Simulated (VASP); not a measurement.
A run of VASP 6.6.1 is set up as follows.

File POSCAR:

```
HfN
1.0
    2.8250300000      0.0000000000      0.0000000000
    0.0000000000      2.8250300000      0.0000000000
    0.0000000000      0.0000000000      2.8250300000
Hf N
1 1
Direct
    0.5000000000      0.5000000000      0.5000000000
    0.0000000000      0.0000000000      0.0000000000
```

INCAR.step1

```
SYSTEM = HfN
  PREC = Accurate
  ENCUT = 520
  ISMEAR = -1
  SIGMA = 0.05
  LREAL = .FALSE.
  LASPH = .TRUE.
  NELM = 150
  LMAXMIX = 4
  LDAU = .TRUE.
  LDAUTYPE = 2
  LDAUL = 2 -1
  LDAUU = 2 0
  LDAUJ = 0 0
  NBANDS = 14
  GGA = PE
  ALGO = Normal
  EDIFF = 1E-4
  LWAVE = .TRUE.
  LCHARG = .FALSE.
```

Contents of INCAR.step2:

```
SYSTEM = HfN
  PREC = Accurate
  ENCUT = 520
  EDIFF = 1E-6
  ISMEAR = -1
  SIGMA = 0.05
  LREAL = .FALSE.
  LASPH = .TRUE.
  NELM = 150
  ALGO = Normal
  ISIF = 2
  LWAVE = .FALSE.
  LCHARG = .FALSE.
  LMAXMIX = 4
  LDAU = .TRUE.
  LDAUTYPE = 2
  LDAUL = 2 -1
  LDAUU = 2 0
  LDAUJ = 0 0
  LDAUPRINT = 1
  METAGGA = R2SCAN
  LMIXTAU = .TRUE.
  NBANDS = 14
  ISTART = 1
```

Contents of KPOINTS:

```
regular mesh
0
G
  9 9 9
  0 0 0
```

Potentials or basis: VASP PAW PBE potentials, release 64 (Hf_pv, N).

The run is started by

```console
$ cat potpaw_PBE.64/Hf_pv/POTCAR potpaw_PBE.64/N/POTCAR > POTCAR
$ cp INCAR.step1 INCAR
$ mpirun -np 1 vasp_std > vasp.out
$ cp INCAR.step2 INCAR
$ mpirun -np 1 vasp_std > vasp.out
```

Q: Predict the pressure.

A: -0.3 GPa.

Eigenvalues of the final occupation matrices:
```tsv
site	spin	trace	eigenvalues
site 1 d	1	0.88	0.13 0.13 0.13 0.24 0.24
site 1 d	2	0.88	0.13 0.13 0.13 0.24 0.24
```

Caveat: the PAW data sets were made with another functional, which shifts forces and pressure a little; spin-orbit coupling is left out, which moves the levels of the heavy elements; U without spin polarisation on a metal has little footing.
